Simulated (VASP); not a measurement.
# Si62C (a cell with a defect) in VASP: relaxation of the atoms with PBE

Aim: the relaxation of the atoms of Si62C (a cell with a defect) with PBE.

Program: VASP 6.6.1. These are calculated values, not measurements. Logs are shortened: lines on timing, memory, paths and dates and some standing lists are left out, and cuts for length are marked.

## 1. The cell of the first run

The cell holds a defect, 63 atoms: a = 10.860 Å, b = 10.860 Å, c = 10.860 Å, α = 90.00°, β = 90.00°, γ = 90.00°.

## 2. Relaxation of the atoms, PBE

Contents of INCAR:

```
  ALGO = Normal
  EDIFF = 1E-6
  EDIFFG = -0.03
  ENCUT = 520
  GGA = PE
  IBRION = 2
  ISIF = 2
  ISMEAR = 0
  LASPH = T
  LCHARG = F
  LREAL = Auto
  LWAVE = F
  NCORE = 4
  NELECT = 254.0
  NELM = 100
  NSW = 80
  PREC = Accurate
  SIGMA = 0.02
```

Contents of KPOINTS:

```
k-points
0
Gamma
  1 1 1
```

Contents of POSCAR:

```
Si62C
1.0
   10.8600000000      0.0000000000      0.0000000000
    0.0000000000     10.8600000000      0.0000000000
    0.0000000000      0.0000000000     10.8600000000
Si C
62 1
Direct
    0.5000000000      0.0000000000      0.0000000000
    0.6250000000      0.1250000000      0.1250000000
    0.7500000000      0.2500000000      0.0000000000
    0.8750000000      0.3750000000      0.1250000000
    0.7500000000      0.0000000000      0.2500000000
    0.8750000000      0.1250000000      0.3750000000
    0.0000000000      0.0000000000      0.0000000000
    0.1250000000      0.1250000000      0.1250000000
    0.2500000000      0.2500000000      0.0000000000
    0.3750000000      0.3750000000      0.1250000000
    0.5000000000      0.5000000000      0.0000000000
    0.6250000000      0.6250000000      0.1250000000
    0.8750000000      0.8750000000      0.1250000000
    0.2500000000      0.0000000000      0.2500000000
    0.3750000000      0.1250000000      0.3750000000
    0.5000000000      0.2500000000      0.2500000000
    0.6250000000      0.3750000000      0.3750000000
    0.7500000000      0.5000000000      0.2500000000
    0.8750000000      0.6250000000      0.3750000000
    0.5000000000      0.0000000000      0.5000000000
    0.6250000000      0.1250000000      0.6250000000
    0.7500000000      0.2500000000      0.5000000000
    0.8750000000      0.3750000000      0.6250000000
    0.7500000000      0.0000000000      0.7500000000
    0.8750000000      0.1250000000      0.8750000000
    0.0000000000      0.5000000000      0.0000000000
    0.1250000000      0.6250000000      0.1250000000
    0.2500000000      0.7500000000      0.0000000000
    0.3750000000      0.8750000000      0.1250000000
    0.0000000000      0.2500000000      0.2500000000
    0.1250000000      0.3750000000      0.3750000000
    0.2500000000      0.5000000000      0.2500000000
    0.3750000000      0.6250000000      0.3750000000
    0.5000000000      0.7500000000      0.2500000000
    0.6250000000      0.8750000000      0.3750000000
    0.0000000000      0.0000000000      0.5000000000
    0.1250000000      0.1250000000      0.6250000000
    0.2500000000      0.2500000000      0.5000000000
    0.3750000000      0.3750000000      0.6250000000
    0.5000000000      0.5000000000      0.5000000000
    0.6250000000      0.6250000000      0.6250000000
    0.7500000000      0.7500000000      0.5000000000
    0.8750000000      0.8750000000      0.6250000000
    0.2500000000      0.0000000000      0.7500000000
    0.3750000000      0.1250000000      0.8750000000
    0.5000000000      0.2500000000      0.7500000000
    0.6250000000      0.3750000000      0.8750000000
    0.7500000000      0.5000000000      0.7500000000
    0.0000000000      0.7500000000      0.2500000000
    0.1250000000      0.8750000000      0.3750000000
    0.0000000000      0.5000000000      0.5000000000
    0.1250000000      0.6250000000      0.6250000000
    0.2500000000      0.7500000000      0.5000000000
    0.3750000000      0.8750000000      0.6250000000
    0.0000000000      0.2500000000      0.7500000000
    0.1250000000      0.3750000000      0.8750000000
    0.2500000000      0.5000000000      0.7500000000
    0.3750000000      0.6250000000      0.8750000000
    0.5000000000      0.7500000000      0.7500000000
    0.6250000000      0.8750000000      0.8750000000
    0.0000000000      0.7500000000      0.7500000000
    0.1250000000      0.8750000000      0.8750000000
    0.8750000000      0.6250000000     -0.1250000000
```

Potentials or basis: VASP PAW PBE potentials, release 64 (Si, C).

The run is started by

```console
$ cat potpaw_PBE.64/Si/POTCAR potpaw_PBE.64/C/POTCAR > POTCAR
$ mpirun -np 4 vasp_gam > vasp.out
```

OUTCAR:

```text
EDIFF = 1E-6
   EDIFFG = -0.03
   ENCUT = 520
   GGA = PE
   IBRION = 2
   ISIF = 2
   ISMEAR = 0
   LASPH = T
   LREAL = Auto
   NELECT = 254.0
   NELM = 100
   NSW = 80
   PREC = Accurate

 ion  position               nearest neighbor table
   1  0.500  0.000  0.000-   2 2.35  29 2.35  45 2.35  60 2.35
   2  0.625  0.125  0.125-   1 2.35   3 2.35   5 2.35  16 2.35
   3  0.750  0.250  0.000-   2 2.35   4 2.35  25 2.35  47 2.35
   4  0.875  0.375  0.125-   3 2.35  18 2.35  26 2.35  30 2.35
   5  0.750  0.000  0.250-   2 2.35   6 2.35  13 2.35  35 2.35
   6  0.875  0.125  0.375-   5 2.35  22 2.35  30 2.35  36 2.35
   7  0.000  0.000  0.000-   8 2.35  13 2.35  25 2.35  62 2.35
   8  0.125  0.125  0.125-   7 2.35   9 2.35  14 2.35  30 2.35
   9  0.250  0.250  0.000-   8 2.35  10 2.35  45 2.35  56 2.35
  10  0.375  0.375  0.125-   9 2.35  11 2.35  16 2.35  32 2.35
  11  0.500  0.500  0.000-  10 2.35  12 2.35  47 2.35  58 2.35
  12  0.625  0.625  0.125-  11 2.35  18 2.35  34 2.35
  13  0.875  0.875  0.125-   5 2.35   7 2.35  49 2.35
  14  0.250  0.000  0.250-   8 2.35  15 2.35  29 2.35  50 2.35
  15  0.375  0.125  0.375-  14 2.35  16 2.35  20 2.35  38 2.35
  16  0.500  0.250  0.250-   2 2.35  10 2.35  15 2.35  17 2.35
  17  0.625  0.375  0.375-  16 2.35  18 2.35  22 2.35  40 2.35
[... 40 lines left out ...]
  58  0.375  0.625  0.875-  11 2.35  28 2.35  57 2.35  59 2.35
  59  0.500  0.750  0.750-  41 2.35  54 2.35  58 2.35  60 2.35
  60  0.625  0.875  0.875-   1 2.35  24 2.35  59 2.35
  61  0.000  0.750  0.750-  43 2.35  52 2.35  62 2.35  63 2.35
  62  0.125  0.875  0.875-   7 2.35  28 2.35  44 2.35  61 2.35
  63  0.875  0.625  0.875-  26 2.35  48 2.35  61 2.35

  LATTYP: Found a simple cubic cell.
 ALAT       =    10.8600000000

  Lattice vectors:

 A1 = (  10.8600000000,   0.0000000000,   0.0000000000)
 A2 = (   0.0000000000,  10.8600000000,   0.0000000000)
 A3 = (   0.0000000000,   0.0000000000,  10.8600000000)

Analysis of symmetry for initial positions (statically):
=====================================================================
 Subroutine PRICEL returns:
 Original cell was already a primitive cell.

 Routine SETGRP: Setting up the symmetry group for a
 simple cubic supercell.

 Subroutine GETGRP returns: Found  6 space group operations
 (whereof  1 operations were pure point group operations)
 out of a pool of 48 trial point group operations.

The static configuration has the point symmetry C_1 .
 The point group associated with its full space group is C_3v.

Analysis of symmetry for dynamics (positions and initial velocities):
=====================================================================
 Subroutine PRICEL returns:
 Original cell was already a primitive cell.

 Routine SETGRP: Setting up the symmetry group for a
 simple cubic supercell.

 Subroutine GETGRP returns: Found  6 space group operations
 (whereof  1 operations were pure point group operations)
 out of a pool of 48 trial point group operations.

The dynamic configuration has the point symmetry C_1 .
 The point group associated with its full space group is C_3v.

 Subroutine INISYM returns: Found  6 space group operations
 (whereof  1 operations are pure point group operations),
 and found     1 'primitive' translations

----------------------------------------------------------------------------------------

                                     Primitive cell

  volume of cell :    1280.8241

  direct lattice vectors                    reciprocal lattice vectors
    10.860000000  0.000000000  0.000000000     0.092081031  0.000000000  0.000000000
     0.000000000 10.860000000  0.000000000     0.000000000  0.092081031  0.000000000
     0.000000000  0.000000000 10.860000000     0.000000000  0.000000000  0.092081031

  length of vectors
    10.860000000 10.860000000 10.860000000     0.092081031  0.092081031  0.092081031

  position of ions in fractional coordinates (direct lattice)
     0.500000000  0.000000000  0.000000000
[... 152 lines left out ...]

 Found      1 irreducible k-points:

 Following reciprocal coordinates:
            Coordinates               Weight
  0.000000  0.000000  0.000000      1.000000
   k-points           NKPTS =      1   k-points in BZ     NKDIM =      1   number of bands    NBANDS=    159
   number of dos      NEDOS =    301   number of ions     NIONS =     63
   total plane-waves  NPLWV = 592704
   dimension x,y,z NGX =    84 NGY =   84 NGZ =   84
   dimension x,y,z NGXF=   168 NGYF=  168 NGZF=  168
   ions per type =              62   1
   NGX,Y,Z   is equivalent  to a cutoff of  12.86, 12.86, 12.86 a.u.
   NGXF,Y,Z  is equivalent  to a cutoff of  25.72, 25.72, 25.72 a.u.
 SYSTEM =  unknown system
   PREC   = accura    normal or accurate (medium, high low for compatibility)
   ISTART =      0    job   : 0-new  1-cont  2-samecut
   ICHARG =      2    charge: 1-file 2-atom 10-const
   ISPIN  =      1    spin polarized calculation?
   LNONCOLLINEAR =      F non collinear calculations
   LSORBIT =      F    spin-orbit coupling
   LASPH  =      T    aspherical Exc in radial PAW
   ENCUT  =  520.0 eV  38.22 Ry    6.18 a.u.  20.19 20.19 20.19*2*pi/ulx,y,z
   NELM   =    100;   NELMIN=  2; NELMDL= -5     # of ELM steps
   EDIFF  = 0.1E-05   stopping-criterion for ELM
   LREAL  =      T    real-space projection
   EDIFFG = -.3E-01   stopping-criterion for IOM
   NSW    =     80    number of steps for IOM
   IBRION =      2    ionic relax: 0-MD 1-quasi-New 2-CG
   NFREE  =      1    steps in history (QN), initial steepest desc. (CG)
   ISIF   =      2    stress and relaxation
   ISYM   =      2    0-nonsym 1-usesym 2-fastsym
   POTIM  = 0.5000    time-step for ionic-motion
   TEBEG  =    0.0;   TEEND  =   0.0 temperature during run
   PSTRESS=    0.0 pullay stress
   NELECT =     254.0000    total number of electrons
   NUPDOWN=      -1.0000    fix difference up-down
   EMIN   =  10.00;   EMAX   =-10.00  energy-range for DOS
   EFERMI =   0.00;   METHOD = LEGACY
   ISMEAR =     0;   SIGMA  =   0.02  broadening in eV -4-tet -1-fermi 0-gaus
   EFERMI_NEDOS =   21; number of points for ismear=-14 and -15
   IALGO  =     38    algorithm
   IMIX   =      4    mixing-type and parameters
     AMIX     =   0.40;   BMIX     =  1.00
     AMIX_MAG =   1.60;   BMIX_MAG =  1.00
  volume/ion in A,a.u.               =      20.33       137.20
  Fermi-wavevector in a.u.,A,eV,Ry     =   0.954677  1.804077 12.400449  0.911407
  Thomas-Fermi vector in A             =   2.083445
   LORBIT       =      0    0 simple, 1 ext, 2 COOP (PROOUT), +10 PAW based schemes
   GGA     = PE    functional components
   LHFCALC =     F    Hartree Fock is set to
   AEXX    =    0.0000 exact exchange contribution
   IVDW    =     0    specifies the selected vdW correction
   LEPSILON=     F    determine dielectric tensor
   LRPA    =     F    only Hartree local field effects (RPA)
 conjugate gradient relaxation of ions
 non-spin polarized calculation
 Gauss-broadening in eV      SIGMA  =   0.02
  energy-cutoff  :      520.00
  volume of cell :     1280.82
 maximum number of plane-waves:     17229
 NGX is ok and might be reduce to    84
   NGX = 41   NGY = 41   NGZ = 41

--------------------------------------- Ionic step        1  -------------------------------------------

 number of electron     253.9999969 magnetization

 Free energy of the ion-electron system (eV)
  ---------------------------------------------------
  ext. energy  EPLUGINS =         0.00000000
  ---------------------------------------------------
  free energy    TOTEN  =      -320.08391743 eV

  energy without entropy =     -320.06134985  energy(sigma->0) =     -320.07263364

------------------------ aborting loop because EDIFF is reached ----------------------------------------

  FORCE on cell =-STRESS in cart. coord.  units (eV):
  Direction    XX          YY          ZZ          XY          YZ          ZX
  --------------------------------------------------------------------------------------
  -------------------------------------------------------------------------------------
  Total       29.7919701     29.7919701     29.7919701     -3.4499590      3.4499590     -3.4499590
  in kB       37.2666479     37.2666479     37.2666479     -4.3155389      4.3155389     -4.3155389
  external PRESSURE =      37.2666479 kB  Pullay stress =       0.0000000 kB
[... 272 lines left out ...]
  FREE ENERGIE OF THE ION-ELECTRON SYSTEM (eV)
  ---------------------------------------------------
  free  energy   TOTEN  =      -322.0226771979 eV

  energy  without entropy=     -322.0001096143  energy(sigma->0) =     -322.01139341

[... ionic steps 4 to 23 ...]

--------------------------------------- Ionic step       24  -------------------------------------------

 number of electron     253.9999991 magnetization

------------------------ aborting loop because EDIFF is reached ----------------------------------------
[... 189 lines left out ...]
--------------------------------------- Ionic step       26  -------------------------------------------

 number of electron     253.9999991 magnetization

 Free energy of the ion-electron system (eV)
  ---------------------------------------------------
  ext. energy  EPLUGINS =         0.00000000
  ---------------------------------------------------
  free energy    TOTEN  =      -322.86684352 eV

  energy without entropy =     -322.84427593  energy(sigma->0) =     -322.85555973

 E-fermi :   6.2349     XC(G=0):  -9.3376

 val. band max:        6.2349294798   @ k =   0.0000   0.0000   0.0000
 cond. band min:       6.2349294798   @ k =   0.0000   0.0000   0.0000
 fundamental gap:      0.0000000001
 Fermi energy:         6.2349294798

 k-point     1 :       0.0000    0.0000    0.0000
  band No.  band energies     occupation
      1      -6.6412      2.00000
      2      -6.0618      2.00000
      3      -5.2189      2.00000
      4      -5.2189      2.00000
      5      -5.1766      2.00000
      6      -5.1766      2.00000
[... 131 lines left out ...]
    138       6.9062      0.00000
    139       6.9062      0.00000
 [bands above 139 left out]

------------------------ aborting loop because EDIFF is reached ----------------------------------------

  FORCE on cell =-STRESS in cart. coord.  units (eV):
  Direction    XX          YY          ZZ          XY          YZ          ZX
  --------------------------------------------------------------------------------------
  -------------------------------------------------------------------------------------
  Total       24.1333559     24.1333559     24.1333559     -7.2650325      7.2650325     -7.2650325
  in kB       30.1883116     30.1883116     30.1883116     -9.0877980      9.0877980     -9.0877980
  external PRESSURE =      30.1883116 kB  Pullay stress =       0.0000000 kB
[... 78 lines left out ...]
  FREE ENERGIE OF THE ION-ELECTRON SYSTEM (eV)
  ---------------------------------------------------
  free  energy   TOTEN  =      -322.8668435176 eV

  energy  without entropy=     -322.8442759342  energy(sigma->0) =     -322.85555973

 reached required accuracy - stopping structural energy minimisation
```

Run time: 24 min. Hardware: 4 MPI ranks of Oxide Virtual Turin-like, shared host; peak memory 0.4 GiB.

Results:

```
Free energy                  : -322.8668 eV
Energy gained by relaxing    : 44.2 meV/atom
Ionic steps                  : 26
Largest force after relaxing : 0.012 eV/Å
```

Forces in eV/Å, atoms in the order of the input:
```
Si  -0.004  0.004 -0.003
Si   0.003  0.002 -0.003
Si  -0.005 -0.007  0.005
Si  -0.003 -0.002  0.004
Si   0.003  0.004  0.004
Si   0.007  0.005  0.005
Si  -0.002 -0.008  0.008
Si   0.009 -0.004  0.006
Si   0.003 -0.003 -0.006
Si   0.004 -0.009  0.006
Si   0.008  0.002  0.008
Si   0.004  0.006 -0.004
Si  -0.006 -0.004 -0.004
Si  -0.005  0.004  0.004
Si  -0.004  0.004  0.004
Si  -0.004  0.005  0.004
Si  -0.006 -0.009 -0.004
Si  -0.008  0.002 -0.008
Si  -0.002  0.002  0.005
Si  -0.004  0.004  0.005
Si  -0.006 -0.004 -0.009
Si   0.006 -0.003 -0.003
Si   0.002  0.001  0.001
Si  -0.008 -0.008  0.002
Si  -0.002  0.005  0.002
Si  -0.001  0.001 -0.005
Si   0.002  0.003  0.004
Si   0.007  0.005  0.005
Si  -0.002 -0.003 -0.003
Si  -0.001 -0.007 -0.003
Si  -0.005  0.005  0.008
Si   0.007  0.001 -0.003
Si  -0.005 -0.007  0.005
Si  -0.004 -0.003  0.004
Si   0.003 -0.003  0.002
Si  -0.001 -0.003 -0.007
Si  -0.005  0.008  0.005
Si   0.003 -0.003 -0.003
Si  -0.008  0.005  0.005
Si   0.003  0.001 -0.007
Si  -0.004  0.003 -0.002
Si  -0.005  0.005 -0.007
Si  -0.003  0.004 -0.002
Si   0.007 -0.003  0.001
Si  -0.005  0.005 -0.007
Si   0.003 -0.007  0.001
Si  -0.004 -0.002  0.003
Si   0.005  0.001  0.001
Si  -0.002  0.008 -0.008
Si   0.009  0.006 -0.004
Si   0.003 -0.003 -0.005
Si  -0.001 -0.002  0.001
Si   0.003 -0.006 -0.003
Si   0.004  0.006 -0.009
Si   0.003 -0.005 -0.003
Si  -0.001  0.001 -0.002
Si   0.005 -0.003 -0.003
Si  -0.005  0.002  0.002
Si   0.008  0.008  0.002
Si   0.004 -0.004  0.006
Si  -0.001 -0.005  0.001
Si   0.002  0.004  0.003
C   -0.003  0.003  0.003
```

Step by step:
| step | energy change (eV) | largest force (eV/Å) | pressure (GPa) |
| --- | --- | --- | --- |
| 1 | 0.0000 | 2.1435 | 3.73 |
| 2 | -0.7865 | 1.8960 | 3.44 |
| 3 | -1.9388 | 1.1516 | 3.25 |
| 4 | -1.9441 | 1.5031 | 3.15 |
| 5 | -2.0191 | 1.1884 | 3.17 |
| 6 | -2.3232 | 1.6668 | 3.31 |
| 7 | -2.3440 | 1.2814 | 3.27 |
| 8 | -2.5598 | 0.5840 | 3.18 |
| 9 | -2.5600 | 0.5748 | 3.19 |
| 10 | -2.6272 | 0.5062 | 3.17 |
| 11 | -2.6477 | 0.3976 | 3.16 |
| 12 | -2.6977 | 0.2038 | 3.17 |
| 13 | -2.7168 | 0.2139 | 3.18 |
| 14 | -2.7435 | 0.1098 | 3.16 |
| 15 | -2.7457 | 0.1462 | 3.15 |
| 16 | -2.7635 | 0.1117 | 3.13 |
| 17 | -2.7653 | 0.1459 | 3.13 |
| 18 | -2.7745 | 0.0596 | 3.11 |
| 19 | -2.7750 | 0.0731 | 3.10 |
| 20 | -2.7790 | 0.0474 | 3.08 |
| 21 | -2.7792 | 0.0667 | 3.07 |
| 22 | -2.7816 | 0.0402 | 3.05 |
| 23 | -2.7816 | 0.0408 | 3.04 |
| 24 | -2.7825 | 0.0355 | 3.03 |
| 25 | -2.7826 | 0.0375 | 3.03 |
| 26 | -2.7829 | 0.0116 | 3.02 |

Final structure:
```cif
data_structure
_symmetry_space_group_name_H-M 'P 1'
_symmetry_Int_Tables_number 1
_cell_length_a 10.8600
_cell_length_b 10.8600
_cell_length_c 10.8600
_cell_angle_alpha 90.000
_cell_angle_beta 90.000
_cell_angle_gamma 90.000
_cell_volume 1280.82
loop_
_atom_site_label
_atom_site_type_symbol
_atom_site_fract_x
_atom_site_fract_y
_atom_site_fract_z
_atom_site_occupancy
Si1 Si 0.50002 0.99998 0.00212 1
Si2 Si 0.62322 0.12785 0.12678 1
Si3 Si 0.75020 0.24983 0.99980 1
Si4 Si 0.87388 0.38393 0.11595 1
Si5 Si 0.74788 0.99998 0.24998 1
Si6 Si 0.87426 0.12532 0.37532 1
Si7 Si 0.99385 0.99308 0.00201 1
Si8 Si 0.12097 0.12438 0.12393 1
Si9 Si 0.24913 0.25087 0.00034 1
Si10 Si 0.37562 0.37903 0.12393 1
Si11 Si 0.50692 0.50615 0.00201 1
Si12 Si 0.63217 0.64408 0.11783 1
Si13 Si 0.85592 0.86783 0.11783 1
Si14 Si 0.24609 0.00116 0.25116 1
Si15 Si 0.37424 0.12576 0.37576 1
Si16 Si 0.49884 0.25391 0.25116 1
Si17 Si 0.62607 0.37903 0.37438 1
Si18 Si 0.74799 0.50615 0.24308 1
Si19 Si 0.87462 0.62538 0.37273 1
Si20 Si 0.49884 0.00116 0.50391 1
Si21 Si 0.62607 0.12438 0.62903 1
Si22 Si 0.74966 0.25087 0.50087 1
Si23 Si 0.87514 0.37613 0.62613 1
Si24 Si 0.74799 0.99308 0.75615 1
Si25 Si 0.87462 0.12273 0.87538 1
Si26 Si 0.98736 0.51264 0.97357 1
Si27 Si 0.11607 0.62612 0.11595 1
Si28 Si 0.25017 0.74980 0.99980 1
Si29 Si 0.37215 0.87678 0.12678 1
Si30 Si 0.99676 0.25432 0.24552 1
Si31 Si 0.12469 0.37531 0.37278 1
Si32 Si 0.24568 0.50324 0.24552 1
Si33 Si 0.37468 0.62574 0.37532 1
Si34 Si 0.50002 0.75212 0.24998 1
Si35 Si 0.62322 0.87678 0.37785 1
Si36 Si 0.99676 0.99552 0.50432 1
Si37 Si 0.12469 0.12278 0.62531 1
Si38 Si 0.24967 0.25033 0.50033 1
Si39 Si 0.37722 0.37531 0.62531 1
Si40 Si 0.50448 0.50324 0.50432 1
Si41 Si 0.63405 0.62612 0.63393 1
Si42 Si 0.75020 0.74980 0.49983 1
Si43 Si 0.87388 0.86595 0.63393 1
Si44 Si 0.24568 0.99552 0.75324 1
Si45 Si 0.37468 0.12532 0.87574 1
Si46 Si 0.50448 0.25432 0.75324 1
Si47 Si 0.63405 0.38393 0.87612 1
Si48 Si 0.77643 0.51264 0.76264 1
Si49 Si 0.99385 0.75201 0.24308 1
Si50 Si 0.12097 0.87393 0.37438 1
Si51 Si 0.00064 0.49936 0.49907 1
Si52 Si 0.12387 0.62486 0.62613 1
Si53 Si 0.24913 0.75034 0.50087 1
Si54 Si 0.37562 0.87393 0.62903 1
Si55 Si 0.00064 0.24907 0.74936 1
Si56 Si 0.12387 0.37613 0.87486 1
Si57 Si 0.25093 0.49936 0.74936 1
Si58 Si 0.37727 0.62538 0.87538 1
Si59 Si 0.50692 0.75201 0.75615 1
Si60 Si 0.63217 0.86783 0.89408 1
Si61 Si 0.98736 0.72357 0.76264 1
Si62 Si 0.11607 0.86595 0.87612 1
C1 C 0.90944 0.59056 0.84056 1
```

Caveat: the k points lie up to 0.58 Å⁻¹ apart; the cell carries a net charge on a neutralising background, which shifts energy and pressure; the cell is charged against a uniform background, so pressure and absolute levels hang on convention.
